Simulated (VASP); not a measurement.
**Tl: relaxation of cell and atoms with revPBE**

Crystal: Tl.

```
Tl
1.0
     0.00000    3.35755    3.35755
     3.35755    0.00000    3.35755
     3.35755    3.35755    0.00000
Tl
2
Cartesian
  0.8394 0.8394 0.8394
  5.8757 5.8757 5.8757
```

```json
{
  "Program": "VASP 6.6.1",
  "Task": "relaxation of cell and atoms",
  "Functional": "revPBE",
  "Potentials or basis": "VASP PAW PBE potentials, release 64 (Tl_d)",
  "Cutoff": "600 eV",
  "k mesh": "8 × 8 × 8",
  "Occupations": "fermi-dirac, width 0.1 eV",
  "Spin": "no spin polarisation",
  "Dipole correction": "no",
  "Further INCAR settings": "ALGO = Normal; EDIFF = 1e-06; IBRION = 2; EDIFFG = -0.01; NSW = 80; ISIF = 3"
}
```

| Quantity | Value |
| --- | --- |
| Relaxed volume | 48.13 Å³/atom |
| Relaxed cell | a = 5.144 Å, b = 5.144 Å, c = 5.144 Å, α = 60.00°, β = 60.00°, γ = 60.00° |
| Space group after relaxing (to 0.05 Å) | Fd-3m (No. 227) |
| Energy gained by relaxing | 124.0 meV/atom |
| Ionic steps | 5 |
| Pressure after relaxing | 0.0 GPa |
| Band gap on the k mesh | zero (band 13 reaches 4.44 eV, above the bottom of band 14 at 1.73 eV) |

The path:
| step | energy change (eV) | largest force (eV/Å) | pressure (GPa) | volume (Å³) |
| --- | --- | --- | --- | --- |
| 1 | 0.0000 | 0.0000 | 5.02 | 75.70 |
| 2 | -0.2295 | 0.0000 | 0.97 | 89.44 |
| 3 | -0.2460 | 0.0000 | 0.29 | 93.80 |
| 4 | -0.2480 | 0.0000 | 0.04 | 95.83 |
| 5 | -0.2480 | 0.0000 | -0.01 | 96.27 |

Final structure:
```
Tl
1.0
     0.00000    3.63759    3.63759
     3.63759    0.00000    3.63759
     3.63759    3.63759    0.00000
Tl
2
Direct
  0.12500 0.12500 0.12500
  0.87500 0.87500 0.87500
```

Levels at points of the mesh, in eV from the Fermi level:
```
           k point  band 10  band 11  band 12  band 13  band 14  band 15  band 16  band 17
(0.00, 0.00, 0.00)   -11.29    -8.34    -1.93     1.99     1.99     1.99     3.65     3.65
(0.50, 0.00, 0.00)   -11.25    -7.08    -4.75     0.52     0.91     0.91     4.61     4.61
(0.50, 0.50, 0.00)   -11.22    -5.93    -5.93    -0.25    -0.25     2.08     2.08     7.96
```

Run time: 2.4 min on 1 thread of Intel(R) Xeon(R) Platinum 8259CL CPU @ 2.50GHz (Skylake/Cascade Lake), on a shared host, peak memory 0.26 GiB.

Caveat: the volume moved by over 15 % at a fixed basis, so the end points are rough; the PAW data sets were made with another functional, which shifts forces and pressure a little; spin-orbit coupling is left out, which moves the levels of the heavy elements.
